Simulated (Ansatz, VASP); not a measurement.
**In in VASP and in Ansatz**

```xyz
4
Lattice="4.2518 0.0000 0.0000 0.0000 4.2518 0.0000 0.0000 0.0000 6.2565" Properties=species:S:1:pos:R:3 pbc="T T T"
In    0.0002    0.0002    3.1282
In    2.1256    2.1261    1.5641
In    2.1261    2.1256    4.6924
In    4.2515    4.2515    0.0000
```

Alike in both runs: functional PBE; k mesh 4 × 4 × 4; occupations gaussian, width 0.1 eV; no spin polarisation.

Ansatz relaxed the structure, and its values are those at the end. VASP's run is a single point on that final structure, the one shown.

|  | VASP | Ansatz |
| --- | --- | --- |
| version | VASP 6.6.1 | Ansatz 0.2.0 |
| potentials or method | VASP PAW PBE potentials, release 64 (In_d), cutoff 520 eV | scalar-relativistic, plane waves, PAW |
| valence electrons in the cell | 52 | 52 |

Ansatz gave:

* gap on the k mesh at the Fermi level (eV): none
* pressure (GPa): 0.1

**Question.** Estimate VASP's values.

**Answer.** gap on the k mesh at the Fermi level (eV): none; pressure (GPa): 0.0.

A gap of «none» marks a metal or a gap that the smearing closes.

The k mesh is coarse, so the values compare programs but aren't converged.
